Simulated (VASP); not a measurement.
# NaF (Fm-3m) in VASP: notebook

Runs on NaF. Level: PBE. Tasks: G0W0 quasiparticle levels.

Everything below comes from runs of VASP 6.6.1. Logs are shortened: lines on timing, memory, paths and dates and some standing lists are left out, and cuts for length are marked.

### Step 1. The cell of the first run

The structure is cubic, space group Fm-3m (No. 225). The conventional cell has a = 4.594 Å, b = 4.594 Å, c = 4.594 Å, α = 90.00°, β = 90.00°, γ = 90.00°. Within 3.0 Å of Na (site symmetry m-3m) lie 6 F at 2.30 Å. F (site symmetry m-3m) has 6 Na at 2.30 Å within 3.0 Å.

### Step 2. G0W0 quasiparticle levels, PBE

Contents of POSCAR:

```
NaF
1.0
    0.0000000000      2.2971680712      2.2971680712
    2.2971680712      0.0000000000      2.2971680712
    2.2971680712      2.2971680712      0.0000000000
Na F
1 1
Direct
    0.0000000000      0.0000000000      0.0000000000
    0.5000000000      0.5000000000      0.5000000000
```

Contents of INCAR.step1:

```
SYSTEM = NaF
ALGO = Normal ; EDIFF = 1E-8
ENCUT = 500 ; GGA = PE
ISMEAR = 0 ; LASPH = .TRUE.
LCHARG = .FALSE. ; LREAL = .FALSE.
LWAVE = .TRUE. ; NELM = 80
PREC = Accurate ; SIGMA = 0.01
```

Contents of INCAR.step2:

```
SYSTEM = NaF
ALGO = Exact ; EDIFF = 1E-8
ENCUT = 500 ; GGA = PE
ISMEAR = 0 ; ISTART = 1
LASPH = .TRUE. ; LCHARG = .FALSE.
LOPTICS = .TRUE. ; LREAL = .FALSE.
LWAVE = .TRUE. ; NBANDS = 99
NELM = 1 ; PREC = Accurate
SIGMA = 0.01
```

Contents of INCAR.step3:

```
SYSTEM = NaF
ALGO = EVGW0 ; EDIFF = 1E-8
ENCUT = 500 ; ENCUTGW = 140.0
GGA = PE ; ISMEAR = 0
ISTART = 1 ; LASPH = .TRUE.
LCHARG = .FALSE. ; LREAL = .FALSE.
LWAVE = .FALSE. ; NBANDS = 99
NBANDSGW = 16 ; NELMGW = 1
NOMEGA = 96 ; OMEGAMAX = 20
PREC = Accurate ; PRECFOCK = Fast
SIGMA = 0.01
```

Contents of KPOINTS:

```
k-points
0
G
  6 6 6
  0 0 0
```

Potentials or basis: VASP PAW PBE potentials, release 64 (Na_sv_GW, F_GW).

Started as:

```
$ cat potpaw_PBE.64/Na_sv_GW/POTCAR potpaw_PBE.64/F_GW/POTCAR > POTCAR
$ cp INCAR.step1 INCAR
$ mpirun -np 1 vasp_std > vasp.out
$ cp INCAR.step2 INCAR
$ mpirun -np 1 vasp_std > vasp.out
$ cp INCAR.step3 INCAR
$ mpirun -np 1 vasp_std > vasp.out
```

OUTCAR:

```text
SYSTEM = NaF
   EDIFF = 1E-8
   ENCUT = 500
   ENCUTGW = 140.0
   GGA = PE
   ISMEAR = 0
   ISTART = 1
   LASPH = .TRUE.
   LREAL = .FALSE.
   NELMGW = 1
   PREC = Accurate
   PRECFOCK = Fast

 ion  position               nearest neighbor table
   1  0.000  0.000  0.000-   2 2.30   2 2.30   2 2.30   2 2.30   2 2.30   2 2.30
   2  0.500  0.500  0.500-   1 2.30   1 2.30   1 2.30   1 2.30   1 2.30   1 2.30

  LATTYP: Found a face centered cubic cell.
 ALAT       =     4.5943361424

  Lattice vectors:

 A1 = (   0.0000000000,   2.2971680712,   2.2971680712)
 A2 = (   2.2971680712,   0.0000000000,   2.2971680712)
 A3 = (   2.2971680712,   2.2971680712,   0.0000000000)

Analysis of symmetry for initial positions (statically):
=====================================================================
 Subroutine PRICEL returns:
 Original cell was already a primitive cell.

 Routine SETGRP: Setting up the symmetry group for a
 face centered cubic supercell.

 Subroutine GETGRP returns: Found 48 space group operations
 (whereof 48 operations were pure point group operations)
 out of a pool of 48 trial point group operations.

The static configuration has the point symmetry O_h .

Analysis of symmetry for dynamics (positions and initial velocities):
=====================================================================
 Subroutine PRICEL returns:
 Original cell was already a primitive cell.

 Routine SETGRP: Setting up the symmetry group for a
 face centered cubic supercell.

 Subroutine GETGRP returns: Found 48 space group operations
 (whereof 48 operations were pure point group operations)
 out of a pool of 48 trial point group operations.

The dynamic configuration has the point symmetry O_h .

 Subroutine INISYM returns: Found 48 space group operations
 (whereof 48 operations are pure point group operations),
 and found     1 'primitive' translations

----------------------------------------------------------------------------------------

                                     Primitive cell

  volume of cell :      24.2442

  direct lattice vectors                    reciprocal lattice vectors
     0.000000000  2.297168071  2.297168071    -0.217659302  0.217659302  0.217659302
     2.297168071  0.000000000  2.297168071     0.217659302 -0.217659302  0.217659302
     2.297168071  2.297168071  0.000000000     0.217659302  0.217659302 -0.217659302

  length of vectors
     3.248686241  3.248686241  3.248686241     0.376996971  0.376996971  0.376996971

  position of ions in fractional coordinates (direct lattice)
     0.000000000  0.000000000  0.000000000
     0.500000000  0.500000000  0.500000000

  ion indices of the primitive-cell ions
   primitive index   ion index
                 1           1
                 2           2

----------------------------------------------------------------------------------------

 KPOINTS: k-points

Automatic generation of k-mesh.
 Grid dimensions read from file:
 generate k-points for:    6    6    6

 Generating k-lattice:

  Cartesian coordinates                     Fractional coordinates (reciprocal lattice)
    -0.036276550  0.036276550  0.036276550     0.166666667  0.000000000  0.000000000
     0.036276550 -0.036276550  0.036276550     0.000000000  0.166666667  0.000000000
     0.036276550  0.036276550 -0.036276550     0.000000000  0.000000000  0.166666667

  Length of vectors
     0.062832828  0.062832828  0.062832828

  Shift w.r.t. Gamma in fractional coordinates (k-lattice)
     0.000000000  0.000000000  0.000000000

 Subroutine IBZKPT returns following result:
 ===========================================

 Found     16 irreducible k-points:

 Following reciprocal coordinates:
            Coordinates               Weight
  0.000000  0.000000  0.000000      1.000000
  0.166667  0.000000  0.000000      8.000000
  0.333333  0.000000  0.000000      8.000000
  0.500000  0.000000  0.000000      4.000000
  0.166667  0.166667  0.000000      6.000000
  0.333333  0.166667  0.000000     24.000000
[... 8 lines left out ...]
 -0.333333  0.333333  0.166667     24.000000
 -0.333333  0.500000  0.166667     12.000000
   k-points           NKPTS =     16   k-points in BZ     NKDIM =    216   number of bands    NBANDS=     99
   number of dos      NEDOS =    301   number of ions     NIONS =      2
   total plane-waves  NPLWV =  13824
   dimension x,y,z NGX =    24 NGY =   24 NGZ =   24
   dimension x,y,z NGXF=    48 NGYF=   48 NGZF=   48
   ions per type =               1   1
   NGX,Y,Z   is equivalent  to a cutoff of  12.28, 12.28, 12.28 a.u.
   NGXF,Y,Z  is equivalent  to a cutoff of  24.56, 24.56, 24.56 a.u.
 SYSTEM =  NaF
   PREC   = accura    normal or accurate (medium, high low for compatibility)
   ISTART =      1    job   : 0-new  1-cont  2-samecut
   ICHARG =      0    charge: 1-file 2-atom 10-const
   ISPIN  =      1    spin polarized calculation?
   LNONCOLLINEAR =      F non collinear calculations
   LSORBIT =      F    spin-orbit coupling
   LASPH  =      T    aspherical Exc in radial PAW
   ENCUT  =  500.0 eV  36.75 Ry    6.06 a.u.   5.92  5.92  5.92*2*pi/ulx,y,z
   NELM   =     60;   NELMIN=  2; NELMDL=  0     # of ELM steps
   EDIFF  = 0.1E-07   stopping-criterion for ELM
   LREAL  =      F    real-space projection
   EDIFFG = 0.1E-06   stopping-criterion for IOM
   NSW    =      0    number of steps for IOM
   IBRION =     -1    ionic relax: 0-MD 1-quasi-New 2-CG
   NFREE  =      0    steps in history (QN), initial steepest desc. (CG)
   ISIF   =      0    stress and relaxation
   ISYM   =      3    0-nonsym 1-usesym 2-fastsym
   POTIM  = 0.5000    time-step for ionic-motion
   TEBEG  =    0.0;   TEEND  =   0.0 temperature during run
   PSTRESS=    0.0 pullay stress
   NELECT =      16.0000    total number of electrons
   NUPDOWN=      -1.0000    fix difference up-down
   EMIN   =  10.00;   EMAX   =-10.00  energy-range for DOS
   EFERMI =   0.00;   METHOD = LEGACY
   ISMEAR =     0;   SIGMA  =   0.01  broadening in eV -4-tet -1-fermi 0-gaus
   EFERMI_NEDOS =   21; number of points for ismear=-14 and -15
   IALGO  =     38    algorithm
   IMIX   =      4    mixing-type and parameters
     AMIX     =   0.40;   BMIX     =  1.00
     AMIX_MAG =   1.60;   BMIX_MAG =  1.00
  volume/ion in A,a.u.               =      12.12        81.80
  Fermi-wavevector in a.u.,A,eV,Ry     =   1.425319  2.693462 27.640699  2.031534
  Thomas-Fermi vector in A             =   2.545716
   LORBIT       =      0    0 simple, 1 ext, 2 COOP (PROOUT), +10 PAW based schemes
   GGA     = PE    functional components
   LHFCALC =     T    Hartree Fock is set to
   PRECFOCK=fast      Normal, Fast or Accurate (Low or Medium for compatibility)
   ENCUT4O =  -1.0   cutoff for four orbital integrals eV
   NKREDX  =     1    reduce k-point grid by
   NKREDY  =     1    reduce k-point grid by
   NKREDZ  =     1    reduce k-point grid by
   AEXX    =    1.0000 exact exchange contribution
   HFSCREEN=    0.0000 screening length (either q_TF or 0.3 A-1)
   HFSCREENC=   0.0000 screening length for correlation (either q_TF or 0.3 A-1)
   ENCUTFOCK=  -1.0 apply spherical cutoff to Coloumb kernel
   IVDW    =     0    specifies the selected vdW correction
   LEPSILON=     F    determine dielectric tensor
   LRPA    =     F    only Hartree local field effects (RPA)
   LRPAFORCE           =     F    calculate RPA forces
   ENCUTGW             = 140.0    cutoff for response function in eV
   ENCUTGWSOFT         = 112.0    soft cutoff for Coulomb kernel in GW response function in eV
   ENCUTLF             =  -1.0    cutoff for local field effects
   NELMGW              =     1    number of iterations in solving QP/BSE equation
   NELMHF              =     1    number of iterations in the inner HF iteration
   NKREDLFX            =     1    NKREDLFY  =   1   NKREDLFZ  =   1
 non-spin polarized calculation
 Gauss-broadening in eV      SIGMA  =   0.01
  energy-cutoff  :      500.00
  volume of cell :       24.24
 maximum number of plane-waves:       636
  NGX = 14; NGY = 14; NGZ = 14
   NGX = 11   NGY = 11   NGZ = 11
 maximum number of plane-waves:        95
 NGX is ok and might be reduce to    14

 QP shifts <psi_nk| G(iteration)W_0 |psi_nk>: iteration 1
 for sc-GW calculations column KS-energies equals QP-energies in previous step
 and V_xc(KS)=  KS-energies - (<T + V_ion + V_H > + <T+V_H+V_ion>^1  + <V_x>^1)

 k-point   1 :       0.0000    0.0000    0.0000
  band No.  KS-energies  QP-energies   sigma(KS)   V_xc(KS)     V^pw_x(r,r')   Z            occupation Imag(sigma)

      1     -48.6913     -58.6453     -41.5920     -29.2468     -49.1133       0.8063       2.0000       0.1856
      2     -20.9053     -24.9928     -28.3660     -22.6983     -36.8145       0.7212       2.0000       0.7364
      3     -20.5757     -27.0931     -36.0714     -28.3998     -41.4656       0.8496       2.0000       0.0333
      4     -20.5757     -27.0931     -36.0714     -28.3998     -41.4656       0.8496       2.0000       0.0333
      5     -20.5757     -27.0931     -36.0714     -28.3998     -41.4656       0.8496       2.0000       0.0333
      6      -1.7068      -4.4013     -25.7202     -22.3728     -30.2118       0.8049       2.0000       0.0425
[... 8 lines left out ...]
     15      22.5732      24.5722      -6.3009      -8.5818      -2.8118       0.8764       0.0000      -0.0936
     16      25.6042      28.2470      -8.5759     -11.6283      -4.5861       0.8658       0.0000      -0.2868

 k-point   2 :       0.1667    0.0000    0.0000
  band No.  KS-energies  QP-energies   sigma(KS)   V_xc(KS)     V^pw_x(r,r')   Z            occupation Imag(sigma)

      1     -48.6876     -58.6479     -41.5999     -29.2538     -49.1210       0.8068       2.0000       0.1848
      2     -21.1744     -26.0218     -30.7395     -24.3404     -38.1213       0.7575       2.0000       0.5024
      3     -20.5790     -27.0948     -36.0627     -28.3930     -41.4565       0.8495       2.0000       0.0325
      4     -20.5790     -27.0948     -36.0627     -28.3930     -41.4565       0.8495       2.0000       0.0325
      5     -20.2719     -25.8105     -33.7325     -26.8048     -40.1940       0.7995       2.0000       0.2621
      6      -2.2033      -4.9927     -24.5947     -21.1189     -28.9069       0.8025       2.0000       0.0429
[... 8 lines left out ...]
     15      22.9308      24.3810      -6.0063      -7.6534      -2.2041       0.8804       0.0000      -0.4330
     16      26.1081      28.2247      -6.6248      -8.9892      -2.7855       0.8952       0.0000      -0.4191

 k-point   3 :       0.3333    0.0000    0.0000
  band No.  KS-energies  QP-energies   sigma(KS)   V_xc(KS)     V^pw_x(r,r')   Z            occupation Imag(sigma)

      1     -48.6802     -58.6528     -41.6156     -29.2678     -49.1363       0.8076       2.0000       0.1831
      2     -21.4371     -26.5319     -31.2574     -24.6399     -38.3365       0.7699       2.0000       0.4416
      3     -20.5854     -27.1020     -36.0470     -28.3796     -41.4399       0.8499       2.0000       0.0307
      4     -20.5854     -27.1020     -36.0470     -28.3796     -41.4399       0.8499       2.0000       0.0307
      5     -19.9401     -25.1864     -33.2877     -26.6047     -40.0508       0.7850       2.0000       0.3125
      6      -3.0034      -5.9695     -23.3394     -19.6365     -27.5261       0.8010       2.0000       0.0464
[... 234 lines left out ...]
      1     -48.6731     -58.6631     -41.6294     -29.2812     -49.1508       0.8090       2.0000       0.1819
      2     -21.2528     -26.4207     -31.7039     -25.0294     -38.6719       0.7743       2.0000       0.3995
      3     -20.6584     -27.1559     -35.8744     -28.2022     -41.2486       0.8469       2.0000       0.0380
      4     -20.6325     -27.1261     -35.9149     -28.2501     -41.3067       0.8472       2.0000       0.0373
      5     -20.0406     -25.2165     -32.9815     -26.3573     -39.8459       0.7814       2.0000       0.3311
      6      -2.8725      -5.8447     -23.7823     -20.0730     -28.0533       0.8013       2.0000       0.0466
[... 8 lines left out ...]
     15      26.6115      29.1559      -7.6280     -10.5103      -3.8255       0.8828       0.0000      -0.2857
     16      27.1897      29.9066      -8.0141     -11.0242      -4.1110       0.9026       0.0000      -0.3782

 k-point  16 :      -0.3333    0.5000    0.1667
  band No.  KS-energies  QP-energies   sigma(KS)   V_xc(KS)     V^pw_x(r,r')   Z            occupation Imag(sigma)

      1     -48.6719     -58.6670     -41.6309     -29.2832     -49.1527       0.8095       2.0000       0.1818
      2     -21.0506     -26.1704     -31.8238     -25.1914     -38.8327       0.7719       2.0000       0.3954
      3     -20.7052     -27.2012     -35.7631     -28.0856     -41.1249       0.8461       2.0000       0.0424
      4     -20.6574     -27.1558     -35.8814     -28.2069     -41.2563       0.8467       2.0000       0.0389
      5     -20.2020     -25.3982     -32.9230     -26.2630     -39.7633       0.7802       2.0000       0.3293
      6      -2.8188      -5.7931     -23.9752     -20.2635     -28.2743       0.8013       2.0000       0.0461
[... 8 lines left out ...]
     15      24.7511      26.5333      -6.1739      -8.2337      -2.4211       0.8652       0.0000      -0.2992
     16      27.0743      29.6969      -7.6732     -10.6235      -3.8690       0.8889       0.0000      -0.2698
```

Run time: 5.2 min. Hardware: 1 thread of AMD EPYC 9R45 (Zen 5), shared host; peak memory 0.45 GiB.

Results:

```yaml
Quasiparticle_gap: 10.66 eV
Least_direct_quasiparticle_gap: 10.66 eV
Band_gap_of_the_starting_levels_on_the_mesh: 6.47 eV
Least_direct_gap_of_the_starting_levels_on_the_mesh: 6.47 eV
```

Caveat: the k points lie up to 0.39 Å⁻¹ apart; bands, screening cutoff and mesh are small and nothing is extrapolated, so the quasiparticle values aren't converged.

### Step 3. G0W0 quasiparticle levels, PBE

POSCAR is that of step 2.

Contents of INCAR.step1:

```
PREC = Accurate ; ENCUT = 500
EDIFF = 1E-8 ; ISMEAR = 0
SIGMA = 0.01 ; LREAL = False
LASPH = True ; NELM = 80
ALGO = Normal ; LWAVE = True
LCHARG = False ; GGA = PE
```

Contents of INCAR.step2:

```
PREC = Accurate ; ENCUT = 500
EDIFF = 1E-8 ; ISMEAR = 0
SIGMA = 0.01 ; LREAL = False
LASPH = True ; NELM = 1
ALGO = Exact ; LWAVE = True
LCHARG = False ; GGA = PE
NBANDS = 47 ; LOPTICS = True
ISTART = 1
```

Contents of INCAR.step3:

```
PREC = Accurate ; ENCUT = 500
EDIFF = 1E-8 ; ISMEAR = 0
SIGMA = 0.01 ; LREAL = False
LASPH = True ; ALGO = EVGW0
LWAVE = False ; LCHARG = False
GGA = PE ; NELMGW = 1
NBANDS = 47 ; ENCUTGW = 80.0
NOMEGA = 96 ; PRECFOCK = Fast
ISTART = 1 ; NBANDSGW = 16
OMEGAMAX = 20
```

Contents of KPOINTS:

```
regular mesh
0
Gamma
  8 8 8
```

Potentials or basis: VASP PAW PBE potentials, release 64 (Na_sv_GW, F_GW).

Started as:

```
$ cat potpaw_PBE.64/Na_sv_GW/POTCAR potpaw_PBE.64/F_GW/POTCAR > POTCAR
$ cp INCAR.step1 INCAR
$ mpirun -np 1 vasp_std > vasp.out
$ cp INCAR.step2 INCAR
$ mpirun -np 1 vasp_std > vasp.out
$ cp INCAR.step3 INCAR
$ mpirun -np 1 vasp_std > vasp.out
```

OUTCAR:

```text
PREC = Accurate
   ENCUT = 500
   EDIFF = 1E-8
   ISMEAR = 0
   LREAL = False
   LASPH = True
   GGA = PE
   NELMGW = 1
   ENCUTGW = 80.0
   PRECFOCK = Fast
   ISTART = 1

 ion  position               nearest neighbor table
   1  0.000  0.000  0.000-   2 2.30   2 2.30   2 2.30   2 2.30   2 2.30   2 2.30
   2  0.500  0.500  0.500-   1 2.30   1 2.30   1 2.30   1 2.30   1 2.30   1 2.30

  LATTYP: Found a face centered cubic cell.
 ALAT       =     4.5943361424

  Lattice vectors:

 A1 = (   0.0000000000,   2.2971680712,   2.2971680712)
 A2 = (   2.2971680712,   0.0000000000,   2.2971680712)
[... 171 lines left out ...]
   NELMGW              =     1    number of iterations in solving QP/BSE equation
   NELMHF              =     1    number of iterations in the inner HF iteration
   NKREDLFX            =     1    NKREDLFY  =   1   NKREDLFZ  =   1
 non-spin polarized calculation
 Gauss-broadening in eV      SIGMA  =   0.01
  energy-cutoff  :      500.00
  volume of cell :       24.24
 maximum number of plane-waves:       636
  NGX = 14; NGY = 14; NGZ = 14
   NGX = 11   NGY = 11   NGZ = 11
 maximum number of plane-waves:        51
 NGX is ok and might be reduce to    14

 QP shifts <psi_nk| G(iteration)W_0 |psi_nk>: iteration 1
 for sc-GW calculations column KS-energies equals QP-energies in previous step
 and V_xc(KS)=  KS-energies - (<T + V_ion + V_H > + <T+V_H+V_ion>^1  + <V_x>^1)

 k-point   1 :       0.0000    0.0000    0.0000
  band No.  KS-energies  QP-energies   sigma(KS)   V_xc(KS)     V^pw_x(r,r')   Z            occupation Imag(sigma)

      1     -48.6912     -60.3599     -43.4699     -29.2469     -49.1131       0.8204       2.0000       0.2755
      2     -20.9055     -25.3527     -28.9905     -22.6984     -36.8144       0.7068       2.0000       0.7214
      3     -20.5757     -27.9724     -36.9935     -28.3998     -41.4644       0.8607       2.0000       0.0479
      4     -20.5757     -27.9724     -36.9935     -28.3998     -41.4644       0.8607       2.0000       0.0479
      5     -20.5757     -27.9724     -36.9935     -28.3998     -41.4644       0.8607       2.0000       0.0479
      6      -1.7071      -4.3973     -25.6969     -22.3730     -30.2051       0.8093       2.0000       0.0538
[... 456 lines left out ...]
      3     -20.6353     -28.0018     -36.8452     -28.2585     -41.3074       0.8579       2.0000       0.0505
      4     -20.6095     -27.9868     -36.9026     -28.3167     -41.3733       0.8592       2.0000       0.0482
      5     -19.9580     -25.8995     -33.8625     -26.4282     -39.9039       0.7992       2.0000       0.3390
      6      -3.0544      -6.0407     -23.4183     -19.7006     -27.6747       0.8033       2.0000       0.0614
[... 8 lines left out ...]
     15      26.7170      29.0801      -6.4848      -9.0918      -2.8657       0.9065       0.0000      -0.3851
     16      27.5529      30.4127      -7.3374     -10.5299      -3.7732       0.8958       0.0000      -0.3253

 [... further k-points ...]
```

Wall time 6.3 min (1 thread of Intel Xeon 6975P-C (Granite Rapids), shared host); peak memory 0.63 GiB.

Results:

| Item | Value |
| --- | --- |
| Quasiparticle gap | 10.66 eV |
| Least direct quasiparticle gap | 10.66 eV |
| Band gap of the starting levels on the mesh | 6.47 eV |
| Least direct gap of the starting levels on the mesh | 6.47 eV |

Caveat: bands, screening cutoff and mesh are small and nothing is extrapolated, so the quasiparticle values aren't converged.
